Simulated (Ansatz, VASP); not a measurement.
**C: VASP beside Ansatz**

POSCAR

```
C
1.0
    0.0000000000      1.8152906853      1.8152906853
    1.8152906853      0.0000000000      1.8152906853
    1.8152906853      1.8152906853      0.0000000000
C
2
Direct
    0.0000000000      0.0000000000      0.0000000000
    0.2500000000      0.2500000000      0.2500000000
```

Contents of INCAR.step1:

```
SYSTEM = C
PREC = Accurate
ENCUT = 520
ISMEAR = -1
SIGMA = 0.03
LREAL = .FALSE.
LASPH = .TRUE.
NELM = 80
NBANDS = 11
GGA = PE
ALGO = Normal
EDIFF = 1E-4
LWAVE = .TRUE.
LCHARG = .FALSE.
```

The input INCAR.step2:

```
SYSTEM = C
PREC = Accurate
ENCUT = 520
EDIFF = 1E-8
ISMEAR = -1
SIGMA = 0.03
LREAL = .FALSE.
LASPH = .TRUE.
NELM = 80
ALGO = Normal
ISIF = 2
LWAVE = .FALSE.
LCHARG = .FALSE.
METAGGA = R2SCAN
LMIXTAU = .TRUE.
LEFG = .TRUE.
NBANDS = 11
ISTART = 1
```

The input KPOINTS:

```
Automatic mesh
0
G
  14 14 14
  0 0 0
```

Input for Ansatz:

```yaml
crystal:
  lattice:
    - [0.0, 1.8152906853, 1.8152906853]
    - [1.8152906853, 0.0, 1.8152906853]
    - [1.8152906853, 1.8152906853, 0.0]
  atoms:
    - { symbol: C, position: [0.0, 0.0, 0.0] }
    - { symbol: C, position: [0.25, 0.25, 0.25] }
kpoints:
  mp_grid: { grid: [14, 14, 14] }
scf:
  occupations: { method: fermi_dirac, width: 0.03 }
hamiltonian:
  xc: r2scan
  pseudopotentials: { kind: all_electron, datasets: crystal }
output:
  forces: true
  stress: true
  eigenvalues: true
  efg: { contact_densities: true }
```

Change from the starting cell: volume scaled by 1.06, crystal datasets.

Alike in both runs: task electric field gradients; functional r2SCAN; k mesh 14 × 14 × 14; occupations fermi-dirac, width 0.03 eV; no spin polarisation.

|  | VASP | Ansatz |
| --- | --- | --- |
| version | VASP 6.6.1 | Ansatz 0.2.0 |
| potentials or method | VASP PAW PBE potentials, release 64 (C), cutoff 520 eV | all-electron PAW with datasets made for the crystal, scalar-relativistic |

VASP gave:

```
gap on the k mesh at the Fermi level (eV) : 4.20
pressure (GPa)                            : -22.8
```

Q: Estimate Ansatz's values.

A: gap on the k mesh at the Fermi level (eV): 4.22; pressure (GPa): -23.9.

VASP's potentials were made for PBE, not for r2SCAN. Ansatz ran all-electron here, and VASP with PAW potentials.
